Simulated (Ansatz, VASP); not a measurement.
**NaCl in VASP and in Ansatz**

Contents of INCAR:

```
SYSTEM = NaCl
PREC = Accurate ; ENCUT = 520
EDIFF = 1E-7 ; ISMEAR = 0
SIGMA = 0.02 ; LREAL = .FALSE.
LASPH = .TRUE. ; NELM = 80
ALGO = Normal ; ISIF = 2
LWAVE = .FALSE. ; LCHARG = .FALSE.
GGA = PS ; NBANDS = 14
```

Contents of KPOINTS:

```
regular mesh
0
G
  8 8 8
  0 0 0
```

Contents of POSCAR:

```
NaCl
1.0
    0.0000000000      2.8913674976      2.8913674976
    2.8913674976      0.0000000000      2.8913674976
    2.8913674976      2.8913674976      0.0000000000
Na Cl
1 1
Direct
    0.0000000000      0.0000000000      0.0000000000
    0.5000000000      0.5000000000      0.5000000000
```

Input for Ansatz:

```yaml
crystal:
  lattice:
    - [0.0, 2.8913674976, 2.8913674976]
    - [2.8913674976, 0.0, 2.8913674976]
    - [2.8913674976, 2.8913674976, 0.0]
  atoms:
    - { symbol: Na, position: [0.0, 0.0, 0.0] }
    - { symbol: Cl, position: [0.5, 0.5, 0.5] }
basis:
  ecutwfc: 420
kpoints:
  mp_grid: { grid: [8, 8, 8] }
hamiltonian:
  xc: pbesol
scf:
  occupations: { method: gaussian, width: 0.02 }
output:
  forces: true
  stress: true
  eigenvalues: true
  write_density: true
  write_potential: true
  elf: true
  volumetric_format: npy
```

Alike in both runs: task single point; functional PBEsol; k mesh 8 × 8 × 8; occupations gaussian, width 0.02 eV; no spin polarisation.

|  | VASP | Ansatz |
| --- | --- | --- |
| version | VASP 6.6.1 | Ansatz 0.2.0 |
| potentials or method | VASP PAW PBE potentials, release 64 (Na_pv, Cl), cutoff 520 eV | scalar-relativistic, plane waves, PAW |
| valence electrons in the cell | 14 | 16 |

VASP gave:

```
gap on the k mesh at the Fermi level (eV) : 4.67
least direct gap on the mesh (eV)         : 4.67
pressure (GPa)                            : -2.0
```

Problem. Which values does Ansatz return?

Solution. gap on the k mesh at the Fermi level (eV): 4.68; least direct gap on the mesh (eV): 4.68; pressure (GPa): -2.0.

VASP's potentials were made for PBE, not for PBEsol. VASP's potentials hold 14 valence electrons a cell and Ansatz's 16, so a difference there can come from the potentials and not from the codes.
